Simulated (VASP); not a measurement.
# NaF (Villiaumite) (Fm-3m) in VASP: a series of runs, part 2 of 2

VASP 6.6.1. Earlier steps stand in the parts before.

### 3 Single point, PBE (strain -5.8%)

Input file INCAR:

```
PREC = Accurate ; ENCUT = 520
EDIFF = 1E-6 ; ISMEAR = -1
SIGMA = 0.02 ; LREAL = False
LASPH = True ; NELM = 100
ALGO = Normal ; ISIF = 2
LWAVE = False ; LCHARG = False
GGA = PE ; NBANDS = 14
```

Input file KPOINTS:

```
regular mesh
0
Gamma
  10 10 10
```

Input file POSCAR:

```
NaF
1.0
    0.0000000000      2.1651503900      2.1651503900
    2.1651503900      0.0000000000      2.1651503900
    2.1651503900      2.1651503900      0.0000000000
Na F
1 1
Direct
    0.0000000000      0.0000000000      0.0000000000
    0.5000000000      0.5000000000      0.5000000000
```

Potentials or basis: VASP PAW PBE potentials, release 64 (Na_pv, F).

Started as:

```bash
$ cat potpaw_PBE.64/Na_pv/POTCAR potpaw_PBE.64/F/POTCAR > POTCAR
$ mpirun -np 1 vasp_std > vasp.out
```

OUTCAR:

```text
PREC = Accurate
   ENCUT = 520
   EDIFF = 1E-6
   ISMEAR = -1
   LREAL = False
   LASPH = True
   NELM = 100
   ISIF = 2
   GGA = PE

 ion  position               nearest neighbor table
   1  0.000  0.000  0.000-   2 2.17   2 2.17   2 2.17   2 2.17   2 2.17   2 2.17
   2  0.500  0.500  0.500-   1 2.17   1 2.17   1 2.17   1 2.17   1 2.17   1 2.17

  LATTYP: Found a face centered cubic cell.
 ALAT       =     4.3303007800

  Lattice vectors:

 A1 = (   0.0000000000,   2.1651503900,   2.1651503900)
 A2 = (   2.1651503900,   0.0000000000,   2.1651503900)
 A3 = (   2.1651503900,   2.1651503900,   0.0000000000)

Analysis of symmetry for initial positions (statically):
=====================================================================
 Subroutine PRICEL returns:
 Original cell was already a primitive cell.

 Routine SETGRP: Setting up the symmetry group for a
 face centered cubic supercell.

 Subroutine GETGRP returns: Found 48 space group operations
 (whereof 48 operations were pure point group operations)
 out of a pool of 48 trial point group operations.

The static configuration has the point symmetry O_h .

Analysis of symmetry for dynamics (positions and initial velocities):
=====================================================================
 Subroutine PRICEL returns:
 Original cell was already a primitive cell.

 Routine SETGRP: Setting up the symmetry group for a
 face centered cubic supercell.

 Subroutine GETGRP returns: Found 48 space group operations
 (whereof 48 operations were pure point group operations)
 out of a pool of 48 trial point group operations.

The dynamic configuration has the point symmetry O_h .

 Subroutine INISYM returns: Found 48 space group operations
 (whereof 48 operations are pure point group operations),
 and found     1 'primitive' translations

----------------------------------------------------------------------------------------

                                     Primitive cell

  volume of cell :      20.2999

[... 111 lines left out ...]
  Thomas-Fermi vector in A             =   2.564466
   LORBIT       =      0    0 simple, 1 ext, 2 COOP (PROOUT), +10 PAW based schemes
   GGA     = PE    functional components
   LHFCALC =     F    Hartree Fock is set to
   AEXX    =    0.0000 exact exchange contribution
   IVDW    =     0    specifies the selected vdW correction
   LEPSILON=     F    determine dielectric tensor
   LRPA    =     F    only Hartree local field effects (RPA)
 non-spin polarized calculation
  energy-cutoff  :      520.00
  volume of cell :       20.30
 maximum number of plane-waves:       568
   NGX = 11   NGY = 11   NGZ = 11

 number of electron      13.9999982 magnetization

 Free energy of the ion-electron system (eV)
  ---------------------------------------------------
  ext. energy  EPLUGINS =         0.00000000
  ---------------------------------------------------
  free energy    TOTEN  =        -8.28682855 eV

  energy without entropy =       -8.28682855  energy(sigma->0) =       -8.28682855

 E-fermi :  -0.5627     XC(G=0): -10.1707

 val. band max:       -1.0405915814   @ k =   0.0000   0.0000   0.0000
 cond. band min:       6.5122369778   @ k =   0.0000   0.0000   0.0000
 fundamental gap:      7.5528285592
 Fermi energy:        -0.5626743300

 k-point     1 :       0.0000    0.0000    0.0000
  band No.  band energies     occupation
      1     -20.6261      2.00000
      2     -19.4383      2.00000
      3     -19.4383      2.00000
      4     -19.4383      2.00000
      5      -1.0406      2.00000
      6      -1.0406      2.00000
      7      -1.0406      2.00000
      8       6.5122      0.00000
      9      19.3902      0.00000
     10      19.3902      0.00000
     11      19.3902      0.00000
     12      22.7086      0.00000
     13      25.1259      0.00000
     14      25.1259      0.00000
[... 377 lines left out ...]
      1     -20.7013      2.00000
      2     -19.5336      2.00000
      3     -19.5161      2.00000
      4     -19.1780      2.00000
      5      -2.5506      2.00000
      6      -1.5327      2.00000
      7      -1.4587      2.00000
      8      11.2511      0.00000
      9      13.6455      0.00000
     10      17.9758      0.00000
     11      21.1171      0.00000
     12      21.1905      0.00000
     13      27.9839      0.00000
     14      28.2259      0.00000

 [... further k-points ...]
[... 5 lines left out ...]
  --------------------------------------------------------------------------------------
  -------------------------------------------------------------------------------------
  Total        2.4777015      2.4777015      2.4777015      0.0000000      0.0000000      0.0000000
  in kB      195.5533990    195.5533990    195.5533990      0.0000000      0.0000000      0.0000000
  external PRESSURE =     195.5533990 kB  Pullay stress =       0.0000000 kB

 VOLUME and BASIS-vectors are now :
 -----------------------------------------------------------------------------
  energy-cutoff  :      520.00
  volume of cell :       20.30
      direct lattice vectors                 reciprocal lattice vectors
     0.000000000  2.165150390  2.165150390    -0.230930841  0.230930841  0.230930841
     2.165150390  0.000000000  2.165150390     0.230930841 -0.230930841  0.230930841
     2.165150390  2.165150390  0.000000000     0.230930841  0.230930841 -0.230930841

 POSITION                                       TOTAL-FORCE (eV/Angst)
 -----------------------------------------------------------------------------------
      0.00000      0.00000      0.00000        -0.000000     -0.000000     -0.000000
      2.16515      2.16515      2.16515         0.000000      0.000000      0.000000
 -----------------------------------------------------------------------------------
    total drift:                                0.000000     -0.000000      0.000000

  FREE ENERGIE OF THE ION-ELECTRON SYSTEM (eV)
  ---------------------------------------------------
  free  energy   TOTEN  =        -8.2868285478 eV

  energy  without entropy=       -8.2868285478  energy(sigma->0) =       -8.28682855
```

stdout:

```text
POSCAR found type information on POSCAR NaF
 POSCAR found :  2 types and       2 ions
 scaLAPACK will be used
 LDA part: xc-table for (Slater+PW92), standard interpolation
 POSCAR, INCAR and KPOINTS ok, starting setup
 FFT: planning ... GRIDC
 FFT: planning ... GRID_SOFT
 FFT: planning ... GRID
 WAVECAR not read
 entering main loop
```

Wall time 4 s (1 thread of Intel Xeon 6975P-C (Granite Rapids), shared host); peak memory 0.13 GiB.

Results:

```yaml
Free_energy: -8.2868 eV
Pressure: 19.6 GPa
Band_gap_on_the_k_mesh: 7.55 eV, direct
```

Levels at points of the mesh, in eV from the valence-band top:
| k point | band 4 | band 5 | band 6 | band 7 | band 8 | band 9 | band 10 | band 11 |
| --- | --- | --- | --- | --- | --- | --- | --- | --- |
| (0.00, 0.00, 0.00) | -18.40 | 0.00 | 0.00 | 0.00 | 7.55 | 20.43 | 20.43 | 20.43 |
| (0.50, 0.00, 0.00) | -17.57 | -2.08 | -0.38 | -0.38 | 12.12 | 14.31 | 22.42 | 22.42 |
| (0.50, 0.50, 0.00) | -18.50 | -1.60 | -0.51 | -0.51 | 13.95 | 14.97 | 15.79 | 22.61 |

Caveat: the cell differs from its parent crystal (strain -5.8%). A k mesh can miss the band edges.

### 4 Single point, PBE

This run uses another cell than the first one, of 12.12 Å³/atom, 0.867 times its volume.

Input file INCAR:

```
SYSTEM = NaF
  ALGO = Normal
  EDIFF = 1E-6
  ENCUT = 520
  GGA = PE
  ISIF = 2
  ISMEAR = -1
  LASPH = .True.
  LCHARG = .False.
  LREAL = .False.
  LWAVE = .False.
  NBANDS = 14
  NELM = 80
  PREC = Accurate
  SIGMA = 0.02
```

Input file KPOINTS:

```
k-points
0
Gamma
  10 10 10
  0 0 0
```

Input file POSCAR:

```
NaF
1.0
    0.0000000000      2.2972417931      2.2972417931
    2.2972417931      0.0000000000      2.2972417931
    2.2972417931      2.2972417931      0.0000000000
Na F
1 1
Direct
    0.0000000000      0.0000000000      0.0000000000
    0.5000000000      0.5000000000      0.5000000000
```

Started as:

```bash
$ cat potpaw_PBE.64/Na_pv/POTCAR potpaw_PBE.64/F/POTCAR > POTCAR
$ mpirun -np 1 vasp_std > vasp.out
```

Run time: 4.3 s. Hardware: 1 thread of Intel Xeon 6975P-C (Granite Rapids), shared host; peak memory 0.14 GiB.

The run converged. Its results:

```
Free energy            : -8.5496 eV
Pressure               : 3.5 GPa
Band gap on the k mesh : 6.44 eV, direct
```

Levels at points of the mesh, in eV from the valence-band top:
```
           k point  band 5  band 6  band 7  band 8  band 9  band 10
(0.00, 0.00, 0.00)    0.00    0.00    0.00    6.44   19.16    19.16
(0.50, 0.00, 0.00)   -1.64   -0.27   -0.27   10.94   12.69    20.39
(0.50, 0.50, 0.00)   -1.31   -0.42   -0.42   13.37   13.39    13.86
```

A k mesh can miss the band edges.

### 5 Summary

| cell | k mesh | smearing | gap on the mesh (eV) | pressure (GPa) |
| --- | --- | --- | --- | --- |
| a = 3.407 Å, angles 60.0°, 2 atoms | 6 × 6 × 6 | gaussian 0.01 eV | 5.71 | -3.0 |
| a = 3.062 Å, angles 60.0°, 2 atoms | 10 × 10 × 10 | fermi-dirac 0.02 eV | 7.55 | 19.6 |
| a = 3.249 Å, angles 60.0°, 2 atoms | 10 × 10 × 10 | fermi-dirac 0.02 eV | 6.44 | 3.5 |

Alike in all rows: task single point; level PBE; potentials or basis VASP PAW PBE potentials, release 64 (Na_pv, F); no spin polarisation; cutoff (eV) 520.

Total energies depend on the potentials used, so only differences within one code and one set of settings carry meaning.
